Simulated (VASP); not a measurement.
# Co (P6_3/mmc) in VASP: relaxation of cell and atoms with LDA

Aim: the relaxation of cell and atoms of Co with LDA.

All numbers are computed with VASP 6.6.1; they aren't measurements. Logs are shortened: lines on timing, memory, paths and dates and some standing lists are left out, and cuts for length are marked.

### Step 1. The cell of the first run

Symmetry: P6_3/mmc, No. 194, hexagonal system. The conventional cell has a = 2.509 Å, b = 2.509 Å, c = 4.065 Å, α = 90.00°, β = 90.00°, γ = 120.00°. Within 3.3 Å of Co (site symmetry -6m2) lie 12 Co at 2.50 to 2.51 Å.

### Step 2. Relaxation of cell and atoms, LDA, collinear spin, ferromagnetic start

Contents of INCAR:

```
SYSTEM = Co
PREC = Accurate
ENCUT = 600
EDIFF = 1E-6
ISMEAR = -1
SIGMA = 0.08
LREAL = .False.
LASPH = .True.
NELM = 150
ALGO = Normal
ISIF = 3
LWAVE = .False.
LCHARG = .False.
ISPIN = 2
MAGMOM = 1.7 1.7
LORBIT = 11
LMAXMIX = 4
IBRION = 2
NSW = 60
EDIFFG = -0.005
```

Contents of KPOINTS:

```
regular mesh
0
Gamma
  19 19 11
  0 0 0
```

Contents of POSCAR:

```
Co
1.0
    2.5090426088      0.0000000000      0.0000000000
   -1.2545213044      2.1728946384      0.0000000000
    0.0000000000      0.0000000000      4.0646490262
Co
2
Direct
    0.3333333333      0.6666666667      0.2500000000
    0.6666666667      0.3333333333      0.7500000000
```

Potentials or basis: VASP PAW LDA potentials, release 64 (Co).

Command:

```
$ cat potpaw_LDA.64/Co/POTCAR > POTCAR
$ mpirun -np 1 vasp_std > vasp.out
```

OUTCAR:

```text
SYSTEM = Co
   PREC = Accurate
   ENCUT = 600
   EDIFF = 1E-6
   ISMEAR = -1
   LREAL = .False.
   LASPH = .True.
   NELM = 150
   ISIF = 3
   ISPIN = 2
   LORBIT = 11
   IBRION = 2
   NSW = 60
   EDIFFG = -0.005

 ion  position               nearest neighbor table
   1  0.333  0.667  0.250-   2 2.50   2 2.50   2 2.50   2 2.50   2 2.50   2 2.50
   2  0.667  0.333  0.750-   1 2.50   1 2.50   1 2.50   1 2.50   1 2.50   1 2.50

  LATTYP: Found a hexagonal cell.
 ALAT       =     2.5090426088
 C/A-ratio  =     1.6200000000

  Lattice vectors:

 A1 = (   2.5090426088,   0.0000000000,   0.0000000000)
 A2 = (  -1.2545213044,   2.1728946384,   0.0000000000)
 A3 = (   0.0000000000,   0.0000000000,   4.0646490262)

Analysis of symmetry for initial positions (statically):
=====================================================================
 Subroutine PRICEL returns:
 Original cell was already a primitive cell.

 Routine SETGRP: Setting up the symmetry group for a
 hexagonal supercell.

 Subroutine GETGRP returns: Found 24 space group operations
 (whereof 12 operations were pure point group operations)
 out of a pool of 24 trial point group operations.

The static configuration has the point symmetry D_3d.
 The point group associated with its full space group is D_6h.

Analysis of symmetry for dynamics (positions and initial velocities):
=====================================================================
 Subroutine PRICEL returns:
 Original cell was already a primitive cell.

 Routine SETGRP: Setting up the symmetry group for a
 hexagonal supercell.

 Subroutine GETGRP returns: Found 24 space group operations
 (whereof 12 operations were pure point group operations)
 out of a pool of 24 trial point group operations.

The dynamic configuration has the point symmetry D_3d.
 The point group associated with its full space group is D_6h.

Analysis of structural, dynamic, and magnetic symmetry:
=====================================================================
 Subroutine PRICEL returns:
 Original cell was already a primitive cell.

 Routine SETGRP: Setting up the symmetry group for a
 hexagonal supercell.

 Subroutine GETGRP returns: Found 24 space group operations
 (whereof 12 operations were pure point group operations)
 out of a pool of 24 trial point group operations.

The overall configuration has the point symmetry D_3d.
 The point group associated with its full space group is D_6h.

 Subroutine INISYM returns: Found 24 space group operations
 (whereof 12 operations are pure point group operations),
 and found     1 'primitive' translations

----------------------------------------------------------------------------------------

                                     Primitive cell

  volume of cell :      22.1600

  direct lattice vectors                    reciprocal lattice vectors
     2.509042609  0.000000000  0.000000000     0.398558397  0.230107798  0.000000000
    -1.254521304  2.172894638  0.000000000     0.000000000  0.460215596  0.000000000
     0.000000000  0.000000000  4.064649026     0.000000000  0.000000000  0.246023702

  length of vectors
     2.509042609  2.509042609  4.064649026     0.460215596  0.460215596  0.246023702

  position of ions in fractional coordinates (direct lattice)
     0.333333333  0.666666667  0.250000000
     0.666666667  0.333333333  0.750000000

  ion indices of the primitive-cell ions
   primitive index   ion index
                 1           1
                 2           2

----------------------------------------------------------------------------------------

 KPOINTS: regular mesh

Automatic generation of k-mesh.
 Grid dimensions read from file:
 generate k-points for:   19   19   11

 Generating k-lattice:

  Cartesian coordinates                     Fractional coordinates (reciprocal lattice)
     0.020976758  0.012110937  0.000000000     0.052631579  0.000000000  0.000000000
     0.000000000  0.024221873  0.000000000     0.000000000  0.052631579  0.000000000
     0.000000000  0.000000000  0.022365791     0.000000000  0.000000000  0.090909091

  Length of vectors
     0.024221873  0.024221873  0.022365791

  Shift w.r.t. Gamma in fractional coordinates (k-lattice)
     0.000000000  0.000000000  0.000000000

 Subroutine IBZKPT returns following result:
 ===========================================

 Found    240 irreducible k-points:

 Following reciprocal coordinates:
            Coordinates               Weight
  0.000000  0.000000  0.000000      1.000000
  0.052632  0.000000  0.000000      6.000000
  0.105263  0.000000  0.000000      6.000000
  0.157895  0.000000  0.000000      6.000000
  0.210526  0.000000  0.000000      6.000000
  0.263158  0.000000  0.000000      6.000000
[... 16 lines left out ...]
  0.263158  0.105263  0.000000     12.000000
  0.315789  0.105263  0.000000     12.000000
 [... further k-points ...]
   k-points           NKPTS =    240   k-points in BZ     NKDIM =    240   number of bands    NBANDS=     15
   number of dos      NEDOS =    301   number of ions     NIONS =      2
   total plane-waves  NPLWV =  12800
   dimension x,y,z NGX =    20 NGY =   20 NGZ =   32
   dimension x,y,z NGXF=    40 NGYF=   40 NGZF=   64
   ions per type =               2
   NGX,Y,Z   is equivalent  to a cutoff of  13.25, 13.25, 13.09 a.u.
   NGXF,Y,Z  is equivalent  to a cutoff of  26.50, 26.50, 26.18 a.u.
 SYSTEM =  Co
   PREC   = accura    normal or accurate (medium, high low for compatibility)
   ISTART =      0    job   : 0-new  1-cont  2-samecut
   ICHARG =      2    charge: 1-file 2-atom 10-const
   ISPIN  =      2    spin polarized calculation?
   LNONCOLLINEAR =      F non collinear calculations
   LSORBIT =      F    spin-orbit coupling
   LASPH  =      T    aspherical Exc in radial PAW
   ENCUT  =  600.0 eV  44.10 Ry    6.64 a.u.   5.01  5.01  8.12*2*pi/ulx,y,z
   NELM   =    150;   NELMIN=  2; NELMDL= -5     # of ELM steps
   EDIFF  = 0.1E-05   stopping-criterion for ELM
   LREAL  =      F    real-space projection
   EDIFFG = -.5E-02   stopping-criterion for IOM
   NSW    =     60    number of steps for IOM
   IBRION =      2    ionic relax: 0-MD 1-quasi-New 2-CG
   NFREE  =      1    steps in history (QN), initial steepest desc. (CG)
   ISIF   =      3    stress and relaxation
   ISYM   =      2    0-nonsym 1-usesym 2-fastsym
   POTIM  = 0.5000    time-step for ionic-motion
   TEBEG  =    0.0;   TEEND  =   0.0 temperature during run
   PSTRESS=    0.0 pullay stress
   NELECT =      18.0000    total number of electrons
   NUPDOWN=      -1.0000    fix difference up-down
   EMIN   =  10.00;   EMAX   =-10.00  energy-range for DOS
   EFERMI =   0.00;   METHOD = LEGACY
   ISMEAR =    -1;   SIGMA  =   0.08  broadening in eV -4-tet -1-fermi 0-gaus
   EFERMI_NEDOS =   21; number of points for ismear=-14 and -15
   IALGO  =     38    algorithm
   IMIX   =      4    mixing-type and parameters
     AMIX     =   0.40;   BMIX     =  1.00
     AMIX_MAG =   1.60;   BMIX_MAG =  1.00
  volume/ion in A,a.u.               =      11.08        74.77
  Fermi-wavevector in a.u.,A,eV,Ry     =   1.527481  2.886520 31.745079  2.333197
  Thomas-Fermi vector in A             =   2.635371
   LORBIT       =     11    0 simple, 1 ext, 2 COOP (PROOUT), +10 PAW based schemes
   GGA     = CA    functional components
   LHFCALC =     F    Hartree Fock is set to
   AEXX    =    0.0000 exact exchange contribution
   IVDW    =     0    specifies the selected vdW correction
   LEPSILON=     F    determine dielectric tensor
   LRPA    =     F    only Hartree local field effects (RPA)
 conjugate gradient relaxation of ions
 spin polarized calculation
  energy-cutoff  :      600.00
  volume of cell :       22.16
 maximum number of plane-waves:       761
 NGX is ok and might be reduce to    20
   NGX =  9   NGY =  9   NGZ = 17

--------------------------------------- Ionic step        1  -------------------------------------------

 number of electron      17.9999996 magnetization       3.1197127

 Free energy of the ion-electron system (eV)
  ---------------------------------------------------
  ext. energy  EPLUGINS =         0.00000000
  ---------------------------------------------------
  free energy    TOTEN  =       -16.09846534 eV

  energy without entropy =      -16.05615380  energy(sigma->0) =      -16.07730957

 E-fermi :   9.5921     XC(G=0): -13.6150

 val. band max:        9.5914494354   @ k =   0.2105   0.0000   0.0909
 cond. band min:       9.5920835930   @ k =   0.2105   0.1579   0.0909
 fundamental gap:      0.0006341576
 Fermi energy:         9.5920787642

 spin component 1

 k-point     1 :       0.0000    0.0000    0.0000
  band No.  band energies     occupation
      1       0.8257      1.00000
      2       4.6534      1.00000
      3       7.1664      1.00000
      4       7.2037      1.00000
      5       7.2037      1.00000
      6       7.5080      1.00000
      7       7.5080      1.00000
      8       7.8612      1.00000
      9       7.8612      1.00000
     10       8.9401      0.99971
     11       8.9401      0.99971
     12       9.5296      0.68584
     13      15.8343      0.00000
     14      31.4348      0.00000
     15      33.7127      0.00000
[... 1135 lines left out ...]
  energy  without entropy=      -16.2284892582  energy(sigma->0) =      -16.25070061

--------------------------------------- Ionic step        9  -------------------------------------------

 number of electron      18.0000004 magnetization       2.9062087

 Free energy of the ion-electron system (eV)
  ---------------------------------------------------
  ext. energy  EPLUGINS =         0.00000000
  ---------------------------------------------------
  free energy    TOTEN  =       -16.27293262 eV

  energy without entropy =      -16.22836187  energy(sigma->0) =      -16.25064725

 E-fermi :  11.1777     XC(G=0): -14.2535

 val. band max:       11.1748065470   @ k =   0.2105   0.1579   0.1818
 cond. band min:      11.1830985130   @ k =   0.3684   0.1579   0.4545
 fundamental gap:      0.0082919660
 Fermi energy:        11.1776627034

 spin component 1

 k-point     1 :       0.0000    0.0000    0.0000
  band No.  band energies     occupation
      1       1.7813      1.00000
      2       5.7253      1.00000
      3       8.6294      1.00000
      4       8.6410      1.00000
      5       8.6410      1.00000
      6       9.0129      1.00000
      7       9.0129      1.00000
      8       9.4122      1.00000
      9       9.4122      1.00000
     10      10.7060      0.99726
     11      10.7060      0.99726
     12      11.1256      0.65711
     13      18.5038      0.00000
     14      33.8649      0.00000
     15      37.2189      0.00000
[... 879 lines left out ...]
  FREE ENERGIE OF THE ION-ELECTRON SYSTEM (eV)
  ---------------------------------------------------
  free  energy   TOTEN  =       -16.2729326247 eV

  energy  without entropy=      -16.2283618724  energy(sigma->0) =      -16.25064725

 reached required accuracy - stopping structural energy minimisation

 total charge

# of ion       s       p       d       tot
------------------------------------------
    1        0.526   0.595   7.344   8.464
    2        0.526   0.595   7.344   8.464
--------------------------------------------------
tot          1.051   1.189  14.687  16.928

 magnetization (x)

# of ion       s       p       d       tot
------------------------------------------
    1       -0.013  -0.038   1.497   1.446
    2       -0.013  -0.038   1.497   1.446
--------------------------------------------------
tot         -0.026  -0.076   2.994   2.891
```

Run time: 12 min. Hardware: 1 thread of Intel Xeon Platinum 8259CL at 2.50GHz (Skylake/Cascade Lake), shared host; peak memory 0.26 GiB.

Results:

- Free energy: -16.2729 eV
- Relaxed volume: 9.95 Å³/atom
- Relaxed cell: a = 2.425 Å, b = 2.425 Å, c = 3.909 Å, α = 90.00°, β = 90.00°, γ = 120.00°
- Space group after relaxing (to 0.1 Å): P6_3/mmc (No. 194)
- Energy gained by relaxing: 87.2 meV/atom
- Ionic steps: 9
- Pressure after relaxing: 0.0 GPa
- Net moment: 2.91 μB per cell
- Site moments: Co +1.45 μB
- Valence electrons inside the program's atomic spheres: Co 8.46

The path:
```
step  energy change (eV)  largest force (eV/Å)  pressure (GPa)  volume (Å³)
   1              0.0000                0.0000          -22.40        22.16
   2              0.0961                0.0000           40.50        17.55
   3             -0.1742                0.0000           -0.58        19.96
   4             -0.1743                0.0000           -0.17        19.92
   5             -0.1743                0.0000            0.41        19.87
   6             -0.1744                0.0000           -0.42        19.94
   7             -0.1744                0.0000           -0.25        19.92
   8             -0.1744                0.0000           -0.16        19.92
   9             -0.1745                0.0000            0.04        19.90
```

Final structure:
```xyz
2
Lattice="2.4246 0.0000 0.0000 -1.2123 2.0997 0.0000 0.0000 0.0000 3.9090" Properties=species:S:1:pos:R:3 pbc="T T T"
Co    0.0000    1.3998    0.9772
Co    1.2123    0.6999    2.9317
```
